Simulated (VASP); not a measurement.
# Ge16P (a cell with a defect) in VASP: further runs

Ge16P (a cell with a defect) is run at these levels: PBEsol; tasks: single point.

Everything below comes from runs of VASP 6.6.1. Logs are shortened: lines on timing, memory, paths and dates and some standing lists are left out, and cuts for length are marked.

### Step 1. The cell of the first run

The cell holds a defect, 17 atoms: a = 8.004 Å, b = 8.004 Å, c = 8.004 Å, α = 60.00°, β = 60.00°, γ = 60.00°.

### Step 2. Single point, PBEsol

The input, INCAR:

```
SYSTEM = Ge16P
ALGO     = Normal         ! electronic algorithm
EDIFF    = 1E-6           ! SCF threshold, eV
ENCUT    = 520            ! plane-wave cutoff, eV
GGA      = PS             ! functional
ISIF     = 2              ! what is computed and relaxed
ISMEAR   = -1             ! smearing method
LASPH    = .TRUE.         ! aspherical terms in the spheres
LCHARG   = .TRUE.         ! write CHGCAR
LELF     = .TRUE.         ! ELF
LREAL    = Auto         
LVHAR    = .TRUE.       
LWAVE    = .FALSE.        ! write WAVECAR
NBANDS   = 128            ! bands
NELM     = 80             ! most SCF steps
PREC     = Accurate       ! precision mode
SIGMA    = 0.1            ! smearing width, eV
```

The input, KPOINTS:

```
k-points
0
G
  2 2 2
  0 0 0
```

The input, POSCAR:

```
Ge16P
1.0
    0.0000000000      5.6600000000      5.6600000000
    5.6600000000      0.0000000000      5.6600000000
    5.6600000000      5.6600000000      0.0000000000
Ge P
16 1
Direct
   -0.0115106007      0.0066872792     -0.0380300353
    0.1048939929     -0.0230388693      0.1965371025
   -0.0169434629     -0.1764310954      0.5828621908
    0.1067314488      0.0758833922      0.5860954064
   -0.0179328622      0.5828268551     -0.0318197880
    0.1555300353      0.6384805654      0.1322614841
   -0.0021819788      0.5281537102      0.5354858657
    0.2397614841      0.4948144876      0.6841607774
    0.4056537102      0.0725088339      0.0539399293
    0.6109275618      0.1481537102      0.1734893993
    0.4709717314     -0.0035335689      0.5380918728
    0.6595406360      0.0543816254      0.6598939929
    0.5143109541      0.5204063604     -0.0431978799
    0.5862102473      0.7215636042      0.0398144876
    0.6161307420      0.4450176678      0.4305653710
    0.6462102473      0.6087367491      0.5877120141
   -0.0026590106      0.3682067138      0.3147438163
```

Potentials or basis: VASP PAW PBE potentials, release 64 (Ge_d, P).

Launch:

```bash
$ cat potpaw_PBE.64/Ge_d/POTCAR potpaw_PBE.64/P/POTCAR > POTCAR
$ mpirun -np 1 vasp_std > vasp.out
```

OUTCAR:

```text
SYSTEM = Ge16P
   EDIFF = 1E-6
   ENCUT = 520
   GGA = PS
   ISIF = 2
   ISMEAR = -1
   LASPH = .TRUE.
   LREAL = Auto
   NELM = 80
   PREC = Accurate

 ion  position               nearest neighbor table
   1  0.988  0.007  0.962-   2 2.35   6 2.49   4 2.50  10 2.58
   2  0.105  0.977  0.197-   1 2.35   9 2.43   3 2.53   6 2.80
   3  0.983  0.824  0.583-  12 2.29   8 2.44   7 2.51   2 2.53   4 2.67   5 2.70
   4  0.107  0.076  0.586-  17 2.39   1 2.50  11 2.51   3 2.67
   5  0.982  0.583  0.968-   8 2.32  17 2.45   6 2.62  14 2.63   3 2.70
   6  0.156  0.638  0.132-  13 2.39  17 2.48   1 2.49   5 2.62   7 2.64   2 2.80
   7  0.998  0.528  0.535-  16 2.41   3 2.51   8 2.59   6 2.64  17 2.65
   8  0.240  0.495  0.684-   5 2.32   3 2.44   7 2.59  15 2.62
   9  0.406  0.073  0.054-   2 2.43  14 2.47  10 2.67  12 2.80
  10  0.611  0.148  0.173-  11 2.41  13 2.52   1 2.58   9 2.67
  11  0.471  0.996  0.538-  10 2.41  12 2.46   4 2.51  16 2.59
  12  0.660  0.054  0.660-   3 2.29  11 2.46  15 2.66   9 2.80  14 2.89
  13  0.514  0.520  0.957-   6 2.39  14 2.40  16 2.43  10 2.52
  14  0.586  0.722  0.040-  13 2.40   9 2.47   5 2.63  15 2.83  12 2.89
  15  0.616  0.445  0.431-  16 2.37  17 2.53   8 2.62  12 2.66  14 2.83
  16  0.646  0.609  0.588-  15 2.37   7 2.41  13 2.43  11 2.59
  17  0.997  0.368  0.315-   4 2.39   5 2.45   6 2.48  15 2.53   7 2.65

  LATTYP: Found a face centered cubic cell.
 ALAT       =    11.3200000000

  Lattice vectors:

 A1 = (   0.0000000000,   5.6600000000,   5.6600000000)
 A2 = (   5.6600000000,   0.0000000000,   5.6600000000)
 A3 = (   5.6600000000,   5.6600000000,   0.0000000000)

Analysis of symmetry for initial positions (statically):
=====================================================================
 Subroutine PRICEL returns:
 Original cell was already a primitive cell.

 Routine SETGRP: Setting up the symmetry group for a
 face centered cubic supercell.

 Subroutine GETGRP returns: Found  1 space group operations
 (whereof  1 operations were pure point group operations)
 out of a pool of 48 trial point group operations.

The static configuration has the point symmetry C_1 .

Analysis of symmetry for dynamics (positions and initial velocities):
=====================================================================
 Subroutine PRICEL returns:
 Original cell was already a primitive cell.

 Routine SETGRP: Setting up the symmetry group for a
 face centered cubic supercell.

 Subroutine GETGRP returns: Found  1 space group operations
 (whereof  1 operations were pure point group operations)
 out of a pool of 48 trial point group operations.

The dynamic configuration has the point symmetry C_1 .

 Subroutine INISYM returns: Found  1 space group operations
 (whereof  1 operations are pure point group operations),
 and found     1 'primitive' translations

----------------------------------------------------------------------------------------

                                     Primitive cell

  volume of cell :     362.6430

  direct lattice vectors                    reciprocal lattice vectors
     0.000000000  5.660000000  5.660000000    -0.088339223  0.088339223  0.088339223
     5.660000000  0.000000000  5.660000000     0.088339223 -0.088339223  0.088339223
     5.660000000  5.660000000  0.000000000     0.088339223  0.088339223 -0.088339223

  length of vectors
     8.004448763  8.004448763  8.004448763     0.153008022  0.153008022  0.153008022

  position of ions in fractional coordinates (direct lattice)
     0.988489399  0.006687279  0.961969965
     0.104893993  0.976961131  0.196537103
     0.983056537  0.823568905  0.582862191
     0.106731449  0.075883392  0.586095406
     0.982067138  0.582826855  0.968180212
     0.155530035  0.638480565  0.132261484
[... 9 lines left out ...]
     0.646210247  0.608736749  0.587712014
     0.997340989  0.368206714  0.314743816

  ion indices of the primitive-cell ions
   primitive index   ion index
                 1           1
                 2           2
                 3           3
                 4           4
                 5           5
                 6           6
[... 9 lines left out ...]
                16          16
                17          17

----------------------------------------------------------------------------------------

 KPOINTS: k-points

Automatic generation of k-mesh.
 Grid dimensions read from file:
 generate k-points for:    2    2    2

 Generating k-lattice:

  Cartesian coordinates                     Fractional coordinates (reciprocal lattice)
    -0.044169611  0.044169611  0.044169611     0.500000000  0.000000000  0.000000000
     0.044169611 -0.044169611  0.044169611     0.000000000  0.500000000  0.000000000
     0.044169611  0.044169611 -0.044169611     0.000000000  0.000000000  0.500000000

  Length of vectors
     0.076504011  0.076504011  0.076504011

  Shift w.r.t. Gamma in fractional coordinates (k-lattice)
     0.000000000  0.000000000  0.000000000

 Subroutine IBZKPT returns following result:
 ===========================================

 Found      8 irreducible k-points:

 Following reciprocal coordinates:
            Coordinates               Weight
  0.000000  0.000000  0.000000      1.000000
  0.500000  0.000000  0.000000      1.000000
  0.000000  0.500000  0.000000      1.000000
  0.000000  0.000000  0.500000      1.000000
  0.500000  0.500000  0.500000      1.000000
  0.500000  0.500000  0.000000      1.000000
  0.000000  0.500000  0.500000      1.000000
  0.500000  0.000000  0.500000      1.000000
   k-points           NKPTS =      8   k-points in BZ     NKDIM =      8   number of bands    NBANDS=    128
   number of dos      NEDOS =    301   number of ions     NIONS =     17
   total plane-waves  NPLWV = 216000
   dimension x,y,z NGX =    60 NGY =   60 NGZ =   60
   dimension x,y,z NGXF=   120 NGYF=  120 NGZF=  120
   ions per type =              16   1
   NGX,Y,Z   is equivalent  to a cutoff of  12.46, 12.46, 12.46 a.u.
   NGXF,Y,Z  is equivalent  to a cutoff of  24.92, 24.92, 24.92 a.u.
 SYSTEM =  Ge16P
   PREC   = accura    normal or accurate (medium, high low for compatibility)
   ISTART =      0    job   : 0-new  1-cont  2-samecut
   ICHARG =      2    charge: 1-file 2-atom 10-const
   ISPIN  =      1    spin polarized calculation?
   LNONCOLLINEAR =      F non collinear calculations
   LSORBIT =      F    spin-orbit coupling
   LASPH  =      T    aspherical Exc in radial PAW
   ENCUT  =  520.0 eV  38.22 Ry    6.18 a.u.  14.88 14.88 14.88*2*pi/ulx,y,z
   NELM   =     80;   NELMIN=  2; NELMDL= -5     # of ELM steps
   EDIFF  = 0.1E-05   stopping-criterion for ELM
   LREAL  =      T    real-space projection
   EDIFFG = 0.1E-04   stopping-criterion for IOM
   NSW    =      0    number of steps for IOM
[... 5 lines left out ...]
   TEBEG  =    0.0;   TEEND  =   0.0 temperature during run
   PSTRESS=    0.0 pullay stress
   NELECT =     229.0000    total number of electrons
   NUPDOWN=      -1.0000    fix difference up-down
   EMIN   =  10.00;   EMAX   =-10.00  energy-range for DOS
   EFERMI =   0.00;   METHOD = LEGACY
   ISMEAR =    -1;   SIGMA  =   0.10  broadening in eV -4-tet -1-fermi 0-gaus
   EFERMI_NEDOS =   21; number of points for ismear=-14 and -15
   IALGO  =     38    algorithm
   IMIX   =      4    mixing-type and parameters
     AMIX     =   0.40;   BMIX     =  1.00
     AMIX_MAG =   1.60;   BMIX_MAG =  1.00
  volume/ion in A,a.u.               =      21.33       143.96
  Fermi-wavevector in a.u.,A,eV,Ry     =   1.404517  2.654152 26.839765  1.972667
  Thomas-Fermi vector in A             =   2.527070
   LORBIT       =      0    0 simple, 1 ext, 2 COOP (PROOUT), +10 PAW based schemes
   GGA     = PS    functional components
   LHFCALC =     F    Hartree Fock is set to
   AEXX    =    0.0000 exact exchange contribution
   IVDW    =     0    specifies the selected vdW correction
   LEPSILON=     F    determine dielectric tensor
   LRPA    =     F    only Hartree local field effects (RPA)
 non-spin polarized calculation
  energy-cutoff  :      520.00
  volume of cell :      362.64
 maximum number of plane-waves:      9841
 NGX is ok and might be reduce to    60
   NGX = 29   NGY = 29   NGZ = 29

 number of electron     229.0000001 magnetization

 Free energy of the ion-electron system (eV)
  ---------------------------------------------------
  ext. energy  EPLUGINS =         0.00000000
  ---------------------------------------------------
  free energy    TOTEN  =       -77.96322898 eV

  energy without entropy =      -77.76010831  energy(sigma->0) =      -77.86166864

 E-fermi :   5.1541     XC(G=0): -10.4601

 val. band max:        5.1356122362   @ k =   0.0000   0.0000   0.0000
 cond. band min:       5.2077319723   @ k =   0.5000   0.5000   0.5000
 fundamental gap:      0.0721197361
 Fermi energy:         5.1541225890

 k-point     1 :       0.0000    0.0000    0.0000
  band No.  band energies     occupation
      1     -19.6198      2.00000
      2     -19.5748      2.00000
      3     -19.5674      2.00000
      4     -19.5436      2.00000
      5     -19.5426      2.00000
      6     -19.5273      2.00000
[... 118 lines left out ...]
    125       7.2844      0.00000
    126       7.3493      0.00000

 k-point     2 :       0.5000    0.0000    0.0000
  band No.  band energies     occupation
      1     -19.6192      2.00000
      2     -19.5737      2.00000
      3     -19.5679      2.00000
      4     -19.5453      2.00000
      5     -19.5421      2.00000
      6     -19.5312      2.00000
[... 892 lines left out ...]
    125       8.4016      0.00000
    126       8.4916      0.00000
 [bands above 126 left out]

------------------------ aborting loop because EDIFF is reached ----------------------------------------

  FORCE on cell =-STRESS in cart. coord.  units (eV):
  Direction    XX          YY          ZZ          XY          YZ          ZX
  --------------------------------------------------------------------------------------
  -------------------------------------------------------------------------------------
  Total       13.5623287      8.0144253      6.1346124      0.5794160      2.4946023     -2.0824857
  in kB       59.9191381     35.4081859     27.1030658      2.5598929     11.0212945     -9.2005399
  external PRESSURE =      40.8101299 kB  Pullay stress =       0.0000000 kB

 VOLUME and BASIS-vectors are now :
 -----------------------------------------------------------------------------
  energy-cutoff  :      520.00
  volume of cell :      362.64
      direct lattice vectors                 reciprocal lattice vectors
     0.000000000  5.660000000  5.660000000    -0.088339223  0.088339223  0.088339223
     5.660000000  0.000000000  5.660000000     0.088339223 -0.088339223  0.088339223
     5.660000000  5.660000000  0.000000000     0.088339223  0.088339223 -0.088339223

 POSITION                                       TOTAL-FORCE (eV/Angst)
 -----------------------------------------------------------------------------------
      5.48260     11.03960      5.63270         0.418005     -1.384365     -0.648922
      6.64200      1.70610      6.12330         0.941426      0.669284      0.319358
      7.96040      8.86310     10.22550        -0.309005     -0.170692      1.557839
      3.74680      3.92140      1.03360        -0.062137      0.142721      0.135381
      8.77870     11.03840      8.85730         1.308713      0.143247     -0.800118
      4.36240      1.62890      4.49410         0.364597      0.239225     -0.562333
[... 9 lines left out ...]
      6.77190      6.98400      7.10300         1.505565     -0.297468      0.391832
      3.86550      7.42640      7.72900        -0.970012     -0.217382     -0.225815
 -----------------------------------------------------------------------------------
    total drift:                               -0.000156      0.003086      0.001590

  FREE ENERGIE OF THE ION-ELECTRON SYSTEM (eV)
  ---------------------------------------------------
  free  energy   TOTEN  =       -77.9632289783 eV

  energy  without entropy=      -77.7601083066  energy(sigma->0) =      -77.86166864
```

Wall time 10 min (1 thread of Intel Xeon Platinum 8559C (Emerald Rapids), shared host); peak memory 0.6 GiB.

What came out:

- Free energy: -77.9632 eV
- Pressure: 4.1 GPa
- Largest force: 2.509 eV/Å
- Band gap on the k mesh: zero (an odd number of electrons rules out a gap without spin polarisation)

Forces in eV/Å, atoms in the order of the input:
```
Ge   0.418 -1.384 -0.649
Ge   0.941  0.669  0.319
Ge  -0.309 -0.171  1.558
Ge  -0.062  0.143  0.135
Ge   1.309  0.143 -0.800
Ge   0.365  0.239 -0.562
Ge  -0.897  0.607 -0.048
Ge  -1.715  0.643 -0.158
Ge  -0.065 -0.147  1.223
Ge  -1.047 -0.687  0.466
Ge  -0.390  0.317 -0.516
Ge   2.102 -1.243 -0.577
Ge  -0.344  0.499 -0.456
Ge  -0.009  1.268  0.096
Ge  -0.832 -0.383 -0.196
Ge   1.506 -0.297  0.392
P   -0.970 -0.217 -0.226
```

Stress tensor (GPa, compression positive):
```
 5.99  0.26 -0.92
 0.26  3.54  1.10
-0.92  1.10  2.71
```

Caveat: the k points lie up to 0.48 Å⁻¹ apart, too coarse for converged energies and pressures of a metal; the atoms stand as in a frame of molecular dynamics; the PAW data sets were made with another functional, which shifts forces and pressure a little; an odd number of electrons without spin polarisation forces a metal; a magnetic or distorted state may lie lower.

### Step 3. Single point, PBEsol

The input, INCAR:

```
SYSTEM = Ge16P
PREC = Accurate
ENCUT = 520
EDIFF = 1E-6
ISMEAR = -1
SIGMA = 0.1
LREAL = Auto
LASPH = .TRUE.
NELM = 100
ALGO = Normal
ISIF = 2
LWAVE = .FALSE.
LCHARG = .FALSE.
GGA = PS
NBANDS = 128
```

The input, KPOINTS:

```
regular mesh
0
G
  2 2 2
  0 0 0
```

The input, POSCAR:

```
Ge16P
1.0
    0.0000000000      5.6600000000      5.6600000000
    5.6600000000      0.0000000000      5.6600000000
    5.6600000000      5.6600000000      0.0000000000
Ge P
16 1
Direct
   -0.0424469965      0.0927296820     -0.0801855124
    0.1225795053     -0.0360600707      0.2041519435
    0.0110689046     -0.2093197880      0.5718109541
    0.1059363958      0.1265017668      0.5523851590
   -0.0719787986      0.6729151943     -0.0189222615
    0.1417844523      0.6036572438      0.1658127208
   -0.0679858657      0.5386572438      0.5158480565
    0.2918109541      0.4489134276      0.7485247350
    0.4207950530      0.0874028269      0.0475971731
    0.6258657244      0.1108480565      0.1489929329
    0.4975971731     -0.0097173145      0.5511837456
    0.6742756184      0.0935689046      0.7154063604
    0.5032508834      0.4726325088     -0.0136749117
    0.6017756184      0.7025353357      0.0632243816
    0.6449293286      0.4372438163      0.3758480565
    0.5475000000      0.6380830389      0.6105212014
    0.0207508834      0.2851678445      0.2103445230
```

Potentials or basis: VASP PAW PBE potentials, release 64 (Ge_d, P).

Launch:

```bash
$ cat potpaw_PBE.64/Ge_d/POTCAR potpaw_PBE.64/P/POTCAR > POTCAR
$ mpirun -np 1 vasp_std > vasp.out
```

Wall time 10 min (1 thread of Intel Xeon Platinum 8559C (Emerald Rapids), shared host); peak memory 0.61 GiB.

It converged, with:

```
Free energy            : -77.4978 eV
Pressure               : 2.8 GPa
Largest force          : 2.604 eV/Å
Band gap on the k mesh : zero (an odd number of electrons rules out a gap without spin polarisation)
```

Forces on the atoms (eV/Å):
```
Ge  -0.504  0.765  0.552
Ge  -1.268 -0.614 -0.586
Ge   0.324  0.256 -0.805
Ge  -0.137 -0.142  0.374
Ge  -0.908  1.105  1.738
Ge   0.258 -0.652  0.344
Ge   0.554  0.714 -0.602
Ge  -0.063 -0.339 -0.147
Ge  -0.276 -1.119 -1.187
Ge   1.439  2.121 -0.461
Ge   0.194 -0.697  0.528
Ge  -1.480 -0.708  0.841
Ge   0.425 -0.183  1.233
Ge  -0.021 -2.026 -1.479
Ge   0.490  1.197 -0.998
Ge  -0.294  0.340  0.076
P    1.265 -0.017  0.581
```

Stress tensor (GPa, compression positive):
```
 2.57 -0.22 -2.34
-0.22  2.61  0.07
-2.34  0.07  3.35
```

Levels at points of the mesh, in eV from the Fermi level:
```
           k point  band 111  band 112  band 113  band 114  band 115  band 116  band 117  band 118
(0.00, 0.00, 0.00)     -0.82     -0.74     -0.59     -0.43     -0.17     -0.13      0.03      0.17
(0.50, 0.00, 0.00)     -1.21     -0.91     -0.51     -0.12      0.05      0.22      0.41      0.93
(0.00, 0.50, 0.00)     -1.09     -0.62     -0.36     -0.25     -0.20      0.21      0.45      0.66
(0.00, 0.00, 0.50)     -1.12     -1.08     -0.40     -0.12      0.07      0.39      0.51      0.69
(0.50, 0.50, 0.50)     -1.17     -0.81     -0.61     -0.46      0.15      0.27      0.68      0.88
(0.50, 0.50, 0.00)     -1.24     -1.04     -0.55     -0.26      0.27      0.43      0.84      1.18
(0.00, 0.50, 0.50)     -1.03     -0.81     -0.22     -0.02      0.21      0.69      0.82      1.04
(0.50, 0.00, 0.50)     -1.26     -0.81     -0.56     -0.39     -0.07      0.28      0.98      1.26
```

Caveat: the k points lie up to 0.48 Å⁻¹ apart, too coarse for converged energies and pressures of a metal; the atoms stand as in a frame of molecular dynamics; the PAW data sets were made with another functional, which shifts forces and pressure a little; an odd number of electrons without spin polarisation forces a metal; a magnetic or distorted state may lie lower.

The gap in the log of VASP goes by the Fermi energy; the results here count the filled bands.